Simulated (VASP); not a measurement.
Input of a VASP 6.6.1 run:

The input INCAR:

```
ALGO     = Normal         # electronic algorithm
EDIFF    = 1E-6           # SCF threshold, eV
EDIFFG   = -0.01          # ionic threshold
ENCUT    = 600            # plane-wave cutoff, eV
GGA      = PE             # functional
IBRION   = 2              # ionic algorithm
ISIF     = 3              # what is computed and relaxed
ISMEAR   = 0              # smearing method
LASPH    = True           # aspherical terms in the spheres
LCHARG   = False          # write CHGCAR
LREAL    = False          # projectors in reciprocal space
LWAVE    = False          # write WAVECAR
NELM     = 60             # most SCF steps
NSW      = 100            # ionic steps
PREC     = Accurate       # precision mode
SIGMA    = 0.1            # smearing width, eV
```

KPOINTS

```
k-points
0
Gamma
  12 12 6
```

The input POSCAR:

```
TlCl5
1.0
    5.0730041618      0.0000000000      0.0000000000
   -2.5365020809      4.3933504776      0.0000000000
    0.0000000000      0.0000000000      7.4409878805
Tl Cl
1 5
Direct
    0.0000000000      0.0000000000      0.0000000000
    0.3333333333      0.6666666667      0.0000000000
    0.6666666667      0.3333333333      0.0000000000
    0.0000000000      0.0000000000      0.5000000000
    0.3333333333      0.6666666667      0.5000000000
    0.6666666667      0.3333333333      0.5000000000
```

Potentials or basis: VASP PAW PBE potentials, release 64 (Tl_d, Cl).

Command:

```console
$ cat potpaw_PBE.64/Tl_d/POTCAR potpaw_PBE.64/Cl/POTCAR > POTCAR
$ mpirun -np 1 vasp_std > vasp.out
```

Estimate the relaxed cell.

a = 5.084 Å, b = 5.084 Å, c = 7.620 Å, α = 90.00°, β = 90.00°, γ = 120.00°.

What does it give for the band gap on the k mesh?

Zero (bands 24 and 25 overlap by 0.25 eV).

Predict the relaxed volume.

28.42 Å³/atom.

Predict the space group after relaxing (to 0.1 Å).

P6/mmm (No. 191).

The path:
```csv
step,energy change (eV),largest force (eV/Å),pressure (GPa),volume (Å³)
1,0.0000,0.0000,0.26,165.84
2,-0.0012,0.0000,0.09,166.91
3,-0.0013,0.0000,0.01,167.45
4,-0.0018,0.0000,0.02,167.81
5,-0.0029,0.0000,0.02,168.88
6,-0.0035,0.0000,0.03,171.02
7,-0.0035,0.0000,0.03,170.55
```

Caveat: spin-orbit coupling is left out, which moves the levels of the heavy elements.
